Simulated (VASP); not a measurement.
# Si (a cell with a defect) in VASP: further runs

Si (a cell with a defect) is run at these levels: PBE+D3(BJ); tasks: single point.

Everything below comes from runs of VASP 6.6.1. Logs are shortened: lines on timing, memory, paths and dates and some standing lists are left out, and cuts for length are marked.

**1. The cell of the first run**

The cell holds a defect, 17 atoms: a = 7.679 Å, b = 7.679 Å, c = 7.679 Å, α = 60.00°, β = 60.00°, γ = 60.00°.

**2. Single point, PBE+D3(BJ)**

Input file INCAR:

```
SYSTEM = Si
ALGO = Normal ; EDIFF = 1E-6
ENCUT = 520 ; GGA = PE
ISIF = 2 ; ISMEAR = 0
IVDW = 12 ; LASPH = .True.
LCHARG = .False. ; LREAL = Auto
LWAVE = .False. ; NBANDS = 48
NELM = 80 ; PREC = Accurate
SIGMA = 0.02
```

Input file KPOINTS:

```
k-points
0
Gamma
  2 2 2
  0 0 0
```

Input file POSCAR:

```
Si
1.0
    0.0000000000      5.4300000000      5.4300000000
    5.4300000000      0.0000000000      5.4300000000
    5.4300000000      5.4300000000      0.0000000000
Si
17
Direct
    0.0013355402     -0.0067408201      0.0026987911
    0.1274926459      0.1218939041      0.1280805848
   -0.0014557004      0.0001509253      0.5006478466
    0.1274946781      0.1218947637      0.6225239664
    0.0017719650      0.5019860333      0.0022231219
    0.1245546733      0.6246479431      0.1253909049
    0.0017738490      0.5019898688      0.4940026077
    0.1276730135      0.6278387150      0.6222396107
    0.4997814151      0.0000829798     -0.0012061226
    0.6211009476      0.1212492859      0.1288231382
    0.4997833776      0.0000871339      0.5013351449
    0.6247661668      0.1248942519      0.6251687081
    0.4931508090      0.5014993273      0.0026697594
    0.6216584520      0.6277314172      0.1281452568
    0.4999228253      0.4986378191      0.5007141634
    0.6216572713      0.6277358840      0.6224534115
    0.8743010708      0.3745687678      0.8755567060
```

Potentials or basis: VASP PAW PBE potentials, release 64 (Si).

The run is started by

```
$ cat potpaw_PBE.64/Si/POTCAR > POTCAR
$ mpirun -np 1 vasp_std > vasp.out
```

OUTCAR:

```text
SYSTEM = Si
   EDIFF = 1E-6
   ENCUT = 520
   GGA = PE
   ISIF = 2
   ISMEAR = 0
   IVDW = 12
   LASPH = .True.
   LREAL = Auto
   NELM = 80
   PREC = Accurate
 IVDW          = 12

 ion  position               nearest neighbor table
   1  0.001  0.993  0.003-   6 2.31   2 2.38   4 2.38  10 2.38  17 2.39
   2  0.127  0.122  0.128-   9 2.33   3 2.34   5 2.38   1 2.38  17 2.75
   3  0.999  0.000  0.501-   8 2.33   2 2.34   4 2.34  12 2.34
   4  0.127  0.122  0.623-  11 2.33   3 2.34   7 2.38   1 2.38  17 2.75
   5  0.002  0.502  0.002-   6 2.31   8 2.38   2 2.38  14 2.38  17 2.39
   6  0.125  0.625  0.125-  13 2.31   1 2.31   7 2.31   5 2.31
   7  0.002  0.502  0.494-   6 2.31   8 2.38   4 2.38  16 2.38  17 2.39
   8  0.128  0.628  0.622-  15 2.33   3 2.33   5 2.38   7 2.38  17 2.75
   9  0.500  0.000  0.999-   2 2.33  14 2.33  10 2.34  12 2.34
  10  0.621  0.121  0.129-  11 2.34   9 2.34   1 2.38  13 2.38  17 2.75
  11  0.500  0.000  0.501-   4 2.33  16 2.33  10 2.34  12 2.34
  12  0.625  0.125  0.625-  11 2.34   9 2.34  15 2.34   3 2.34
  13  0.493  0.501  0.003-   6 2.31  14 2.38  16 2.38  10 2.38  17 2.39
  14  0.622  0.628  0.128-   9 2.33  15 2.34   5 2.38  13 2.38  17 2.75
  15  0.500  0.499  0.501-   8 2.33  14 2.34  16 2.34  12 2.34
  16  0.622  0.628  0.622-  11 2.33  15 2.34   7 2.38  13 2.38  17 2.75
  17  0.874  0.375  0.876-  13 2.39   1 2.39   7 2.39   5 2.39   4 2.75   2 2.75  16 2.75  14 2.75
                            10 2.75   8 2.75

  LATTYP: Found a face centered cubic cell.
 ALAT       =    10.8600000000

  Lattice vectors:

 A1 = (   0.0000000000,   5.4300000000,   5.4300000000)
 A2 = (   5.4300000000,   0.0000000000,   5.4300000000)
 A3 = (   5.4300000000,   5.4300000000,   0.0000000000)

Analysis of symmetry for initial positions (statically):
=====================================================================
 Subroutine PRICEL returns:
 Original cell was already a primitive cell.

 Routine SETGRP: Setting up the symmetry group for a
 face centered cubic supercell.

 Subroutine GETGRP returns: Found  2 space group operations
 (whereof  1 operations were pure point group operations)
 out of a pool of 48 trial point group operations.

The static configuration has the point symmetry C_1 .
 The point group associated with its full space group is C_1h.

Analysis of symmetry for dynamics (positions and initial velocities):
=====================================================================
 Subroutine PRICEL returns:
 Original cell was already a primitive cell.

 Routine SETGRP: Setting up the symmetry group for a
 face centered cubic supercell.

 Subroutine GETGRP returns: Found  2 space group operations
 (whereof  1 operations were pure point group operations)
 out of a pool of 48 trial point group operations.

The dynamic configuration has the point symmetry C_1 .
 The point group associated with its full space group is C_1h.

 Subroutine INISYM returns: Found  2 space group operations
 (whereof  1 operations are pure point group operations),
 and found     1 'primitive' translations

----------------------------------------------------------------------------------------

                                     Primitive cell

  volume of cell :     320.2060

  direct lattice vectors                    reciprocal lattice vectors
     0.000000000  5.430000000  5.430000000    -0.092081031  0.092081031  0.092081031
     5.430000000  0.000000000  5.430000000     0.092081031 -0.092081031  0.092081031
     5.430000000  5.430000000  0.000000000     0.092081031  0.092081031 -0.092081031

  length of vectors
     7.679179644  7.679179644  7.679179644     0.159489025  0.159489025  0.159489025

  position of ions in fractional coordinates (direct lattice)
     0.001335540  0.993259180  0.002698791
     0.127492646  0.121893904  0.128080585
     0.998544300  0.000150925  0.500647847
     0.127494678  0.121894764  0.622523966
     0.001771965  0.501986033  0.002223122
     0.124554673  0.624647943  0.125390905
[... 9 lines left out ...]
     0.621657271  0.627735884  0.622453411
     0.874301071  0.374568768  0.875556706

  ion indices of the primitive-cell ions
   primitive index   ion index
                 1           1
                 2           2
                 3           3
                 4           4
                 5           5
                 6           6
[... 9 lines left out ...]
                16          16
                17          17

----------------------------------------------------------------------------------------

 KPOINTS: k-points

Automatic generation of k-mesh.
 Grid dimensions read from file:
 generate k-points for:    2    2    2

 Generating k-lattice:

  Cartesian coordinates                     Fractional coordinates (reciprocal lattice)
    -0.046040516  0.046040516  0.046040516     0.500000000  0.000000000  0.000000000
     0.046040516 -0.046040516  0.046040516     0.000000000  0.500000000  0.000000000
     0.046040516  0.046040516 -0.046040516     0.000000000  0.000000000  0.500000000

  Length of vectors
     0.079744512  0.079744512  0.079744512

  Shift w.r.t. Gamma in fractional coordinates (k-lattice)
     0.000000000  0.000000000  0.000000000

 Subroutine IBZKPT returns following result:
 ===========================================

 Found      6 irreducible k-points:

 Following reciprocal coordinates:
            Coordinates               Weight
  0.000000  0.000000  0.000000      1.000000
  0.500000  0.000000  0.000000      1.000000
  0.000000  0.500000  0.000000      1.000000
  0.000000  0.000000  0.500000      2.000000
  0.500000  0.500000  0.000000      1.000000
  0.000000  0.500000  0.500000      2.000000
   k-points           NKPTS =      6   k-points in BZ     NKDIM =      6   number of bands    NBANDS=     48
   number of dos      NEDOS =    301   number of ions     NIONS =     17
   total plane-waves  NPLWV = 216000
   dimension x,y,z NGX =    60 NGY =   60 NGZ =   60
   dimension x,y,z NGXF=   120 NGYF=  120 NGZF=  120
   ions per type =              17
   NGX,Y,Z   is equivalent  to a cutoff of  12.99, 12.99, 12.99 a.u.
   NGXF,Y,Z  is equivalent  to a cutoff of  25.98, 25.98, 25.98 a.u.
 SYSTEM =  Si
   PREC   = accura    normal or accurate (medium, high low for compatibility)
   ISTART =      0    job   : 0-new  1-cont  2-samecut
   ICHARG =      2    charge: 1-file 2-atom 10-const
   ISPIN  =      1    spin polarized calculation?
   LNONCOLLINEAR =      F non collinear calculations
   LSORBIT =      F    spin-orbit coupling
   LASPH  =      T    aspherical Exc in radial PAW
   ENCUT  =  520.0 eV  38.22 Ry    6.18 a.u.  14.28 14.28 14.28*2*pi/ulx,y,z
   NELM   =     80;   NELMIN=  2; NELMDL= -5     # of ELM steps
   EDIFF  = 0.1E-05   stopping-criterion for ELM
   LREAL  =      T    real-space projection
   EDIFFG = 0.1E-04   stopping-criterion for IOM
   NSW    =      0    number of steps for IOM
[... 5 lines left out ...]
   TEBEG  =    0.0;   TEEND  =   0.0 temperature during run
   PSTRESS=    0.0 pullay stress
   NELECT =      68.0000    total number of electrons
   NUPDOWN=      -1.0000    fix difference up-down
   EMIN   =  10.00;   EMAX   =-10.00  energy-range for DOS
   EFERMI =   0.00;   METHOD = LEGACY
   ISMEAR =     0;   SIGMA  =   0.02  broadening in eV -4-tet -1-fermi 0-gaus
   EFERMI_NEDOS =   21; number of points for ismear=-14 and -15
   IALGO  =     38    algorithm
   IMIX   =      4    mixing-type and parameters
     AMIX     =   0.40;   BMIX     =  1.00
     AMIX_MAG =   1.60;   BMIX_MAG =  1.00
  volume/ion in A,a.u.               =      18.84       127.11
  Fermi-wavevector in a.u.,A,eV,Ry     =   0.976715  1.845724 12.979587  0.953973
  Thomas-Fermi vector in A             =   2.107356
   LORBIT       =      0    0 simple, 1 ext, 2 COOP (PROOUT), +10 PAW based schemes
   GGA     = PE    functional components
   LHFCALC =     F    Hartree Fock is set to
   AEXX    =    0.0000 exact exchange contribution
   IVDW    =    12    specifies the selected vdW correction
   LEPSILON=     F    determine dielectric tensor
   LRPA    =     F    only Hartree local field effects (RPA)
 non-spin polarized calculation
 Gauss-broadening in eV      SIGMA  =   0.02
  energy-cutoff  :      520.00
  volume of cell :      320.21
 maximum number of plane-waves:      8646
 NGX is ok and might be reduce to    60
   NGX = 29   NGY = 29   NGZ = 29

 number of electron      68.0000001 magnetization

 Free energy of the ion-electron system (eV)
  ---------------------------------------------------
  ext. energy  EPLUGINS =         0.00000000
  ---------------------------------------------------
  free energy    TOTEN  =       -87.99012027 eV

  energy without entropy =      -87.98626817  energy(sigma->0) =      -87.98819422

 E-fermi :   6.9198     XC(G=0):  -9.6742

 val. band max:        6.6776450406   @ k =   0.0000   0.0000   0.0000
 cond. band min:       6.9249326634   @ k =   0.5000   0.5000   0.0000
 fundamental gap:      0.2472876228
 Fermi energy:         6.9197928242

 k-point     1 :       0.0000    0.0000    0.0000
  band No.  band energies     occupation
      1      -6.3194      2.00000
      2      -3.7732      2.00000
      3      -3.6297      2.00000
      4      -3.6284      2.00000
      5      -3.6274      2.00000
      6      -2.8071      2.00000
[... 38 lines left out ...]
     45       8.1217      0.00000
     46       9.0632      0.00000

 k-point     2 :       0.5000    0.0000    0.0000
  band No.  band energies     occupation
      1      -5.9181      2.00000
      2      -4.9550      2.00000
      3      -3.5721      2.00000
      4      -3.4284      2.00000
      5      -3.4268      2.00000
      6      -2.9532      2.00000
[... 38 lines left out ...]
     45       9.8141      0.00000
     46       9.9571      0.00000

 k-point     3 :       0.0000    0.5000    0.0000
  band No.  band energies     occupation
      1      -5.9182      2.00000
      2      -4.9548      2.00000
      3      -3.5721      2.00000
      4      -3.4284      2.00000
      5      -3.4269      2.00000
      6      -2.9536      2.00000
[... 136 lines left out ...]
     45      10.1243      0.00000
     46      10.1248      0.00000

 k-point     6 :       0.0000    0.5000    0.5000
  band No.  band energies     occupation
      1      -5.7851      2.00000
      2      -4.7241      2.00000
      3      -3.9880      2.00000
      4      -3.8782      2.00000
      5      -3.8774      2.00000
      6      -3.6285      2.00000
[... 38 lines left out ...]
     45      10.1233      0.00000
     46      10.1244      0.00000
 [bands above 46 left out]

------------------------ aborting loop because EDIFF is reached ----------------------------------------

 Edisp (eV)   -5.64337

 E8    (eV) :    -2.3346

  FORCE on cell =-STRESS in cart. coord.  units (eV):
  Direction    XX          YY          ZZ          XY          YZ          ZX
  --------------------------------------------------------------------------------------
  -------------------------------------------------------------------------------------
  Total       4.81248     4.81248     4.75106    -0.04873     0.00911    -0.00911
  in kB      24.07965    24.07965    23.77232    -0.24380     0.04557    -0.04557
  external pressure =       23.98 kB  Pullay stress =        0.00 kB

 VOLUME and BASIS-vectors are now :
 -----------------------------------------------------------------------------
  energy-cutoff  :      520.00
  volume of cell :      320.21
      direct lattice vectors                 reciprocal lattice vectors
     0.000000000  5.430000000  5.430000000    -0.092081031  0.092081031  0.092081031
     5.430000000  0.000000000  5.430000000     0.092081031 -0.092081031  0.092081031
     5.430000000  5.430000000  0.000000000     0.092081031  0.092081031 -0.092081031

 POSITION                                       TOTAL-FORCE (eV/Angst)
 -----------------------------------------------------------------------------------
      5.40805      0.02191      5.40065        -0.002286      0.002286     -0.005113
      1.35736      1.38776      1.35417         0.005930     -0.003787     -0.012973
      2.71934      8.14061      5.42292         0.009826     -0.009826      0.005519
      4.04219      4.07260      1.35418         0.003787     -0.005930     -0.012973
      2.73786      0.02169      2.73541         0.002894      0.002349      0.000702
      4.07271      1.35720      4.06817         0.000543     -0.000543      0.003603
[... 9 lines left out ...]
      6.78853      6.75552      6.78420        -0.003119      0.004722     -0.012262
      6.78818      9.50173      6.78136        -0.002544      0.002544      0.008344
 -----------------------------------------------------------------------------------
    total drift:                               -0.000408      0.004297      0.013686

  FREE ENERGIE OF THE ION-ELECTRON SYSTEM (eV)
  ---------------------------------------------------
  free  energy   TOTEN  =       -93.6334881024 eV

  energy  without entropy=      -93.6296360097  energy(sigma->0) =      -93.63156206
```

Run time: 6.4 min. Hardware: 1 thread of Intel Xeon 8259CL, shared host; peak memory 0.45 GiB.

What came out:

```
Free energy                : -93.6335 eV
Pressure                   : 2.4 GPa
Largest force              : 0.017 eV/Å
Band gap on the k mesh     : zero (bands 34 and 35 overlap by 0.25 eV)
Dispersion energy per atom : -0.332 eV
```

Forces in eV/Å, atoms in the order of the input:
```
Si  -0.002  0.002 -0.005
Si   0.006 -0.004 -0.013
Si   0.010 -0.010  0.006
Si   0.004 -0.006 -0.013
Si   0.003  0.002  0.001
Si   0.001 -0.001  0.004
Si  -0.002 -0.003  0.001
Si   0.002 -0.002 -0.012
Si   0.004  0.009  0.012
Si   0.001 -0.001  0.017
Si  -0.009 -0.004  0.012
Si   0.000  0.000  0.003
Si   0.005 -0.005 -0.006
Si  -0.005  0.003 -0.012
Si  -0.010  0.010  0.010
Si  -0.003  0.005 -0.012
Si  -0.003  0.003  0.008
```

Caveat: the k points lie up to 0.50 Å⁻¹ apart.

**3. Single point, PBE+D3(BJ)**

Input file INCAR:

```
PREC     = Accurate       # precision mode
ENCUT    = 520            # plane-wave cutoff, eV
EDIFF    = 1E-6           # SCF threshold, eV
ISMEAR   = 0              # smearing method
SIGMA    = 0.02           # smearing width, eV
LREAL    = Auto         
LASPH    = True           # aspherical terms in the spheres
NELM     = 60             # most SCF steps
ALGO     = Normal         # electronic algorithm
ISIF     = 2              # what is computed and relaxed
LWAVE    = False          # write WAVECAR
LCHARG   = True           # write CHGCAR
GGA      = PE             # functional
IVDW     = 12             # dispersion correction
LELF     = True           # ELF
LVHAR    = True         
NBANDS   = 48             # bands
```

Input file KPOINTS:

```
Automatic mesh
0
Gamma
  2 2 2
```

Input file POSCAR:

```
Si
1.0
    0.0000000000      5.4300000000      5.4300000000
    5.4300000000      0.0000000000      5.4300000000
    5.4300000000      5.4300000000      0.0000000000
Si
17
Direct
   -0.0000188799      0.0001629510     -0.0000311416
    0.1243412707      0.1253055975      0.1243621902
    0.0023529961      0.0040801769      0.4967351138
    0.1241866830      0.1251949502      0.6261000172
    0.0027426222      0.4974512732      0.0028059468
    0.1244658962      0.6262415010      0.1244911633
    0.0024703753      0.4974213782      0.4968309228
    0.1302097939      0.6238638601      0.6227619123
    0.4967173790      0.0040633195      0.0024026666
    0.6261155942      0.1251847139      0.1241936718
    0.4964886616      0.0039594788      0.4964899459
    0.6221656109      0.1329992756      0.6221996038
    0.4968159984      0.4974152876      0.0025127360
    0.6226874145      0.6238151752      0.1303747233
    0.4988474734      0.5015809460      0.4990070791
    0.6222974866      0.6234135713      0.6223319673
    0.7488038837      0.7516408040      0.7489731713
```

Potentials or basis: VASP PAW PBE potentials, release 64 (Si).

The run is started by

```
$ cat potpaw_PBE.64/Si/POTCAR > POTCAR
$ mpirun -np 1 vasp_std > vasp.out
```

Wall time 8.7 min (1 thread of Intel Xeon 8259CL, shared host); peak memory 0.48 GiB.

The run converged. Its results:

- Free energy: -93.6333 eV
- Pressure: 2.4 GPa
- Largest force: 0.033 eV/Å
- Band gap on the k mesh: zero (bands 34 and 35 overlap by 0.25 eV)
- Dispersion energy per atom: -0.332 eV

Forces on the atoms (eV/Å):
```
Si   0.001 -0.002  0.001
Si  -0.018 -0.001 -0.018
Si  -0.005  0.000 -0.014
Si   0.006  0.014 -0.013
Si   0.003 -0.032  0.002
Si   0.017 -0.008  0.017
Si   0.018 -0.005  0.005
Si  -0.005  0.007  0.008
Si  -0.014  0.000 -0.006
Si  -0.013  0.013  0.006
Si  -0.003  0.019 -0.003
Si  -0.004  0.000 -0.004
Si   0.005 -0.006  0.017
Si   0.007  0.006 -0.004
Si   0.001 -0.001  0.001
Si   0.005 -0.004  0.006
Si   0.000  0.000 -0.001
```

Levels at points of the mesh, in eV from the Fermi level:
```csv
k point,band 32,band 33,band 34,band 35,band 36,band 37
"(0.00, 0.00, 0.00)",-0.83,-0.83,-0.25,-0.24,-0.24,0.08
"(0.50, 0.00, 0.00)",-1.44,-1.44,-0.36,0.52,0.53,0.89
"(0.00, 0.50, 0.00)",-1.44,-1.44,-0.35,0.53,0.54,0.89
"(0.00, 0.00, 0.50)",-1.44,-1.44,-0.36,0.52,0.53,0.89
"(0.50, 0.50, 0.50)",-1.44,-1.44,-0.35,0.53,0.54,0.89
"(0.50, 0.50, 0.00)",-1.90,-1.00,0.01,0.71,1.01,1.02
"(0.00, 0.50, 0.50)",-1.90,-1.00,0.01,0.71,1.01,1.02
"(0.50, 0.00, 0.50)",-1.90,-1.00,0.01,0.71,1.01,1.02
```

Caveat: the k points lie up to 0.50 Å⁻¹ apart.

(Part 1 of 2 ends here.)

The gap in the log of VASP goes by the Fermi energy; the results here count the filled bands.